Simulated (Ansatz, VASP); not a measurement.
AlN in VASP and in Ansatz

```
CELL_PARAMETERS angstrom
3.08329 0.00000 0.00000
-1.54164 2.75153 0.00000
0.00000 0.00000 5.01798
ATOMIC_POSITIONS crystal
Al 0.33333 0.66667 0.00173
Al 0.66667 0.33333 0.50173
N 0.33333 0.66667 0.38327
N 0.66667 0.33333 0.88327
```

Change from the starting cell: strain -0.0150 x Voigt [1, -1, 0, 0, 0, 0], atoms carried along.

Alike in both runs: task single point; functional PBE; k mesh 12 × 12 × 6; occupations gaussian, width 0.05 eV; no spin polarisation.

|  | VASP | Ansatz |
| --- | --- | --- |
| version | VASP 6.6.1 | Ansatz 0.2.0 |
| potentials or method | VASP PAW PBE potentials, release 64 (Al, N), cutoff 520 eV | scalar-relativistic, plane waves, PAW |
| valence electrons in the cell | 16 | 16 |

VASP gave:

```
gap on the k mesh at the Fermi level (eV)                     : 4.03
least direct gap on the mesh (eV)                             : 4.03
pressure (GPa)                                                : -0.1
traceless stress, the component that is largest in VASP (GPa) : 5.19
rms of the force components (eV/Å)                            : 0.147
```

Problem. Which values does Ansatz return?

Solution. gap on the k mesh at the Fermi level (eV): 4.02; least direct gap on the mesh (eV): 4.02; pressure (GPa): 0.1; traceless stress, the component that is largest in VASP (GPa): 5.17; rms of the force components (eV/Å): 0.146.

Atom by atom the forces differ by 0.001 eV/Å (rms over components). With one functional, cell and mesh, what is left measures potentials, basis and numerics.
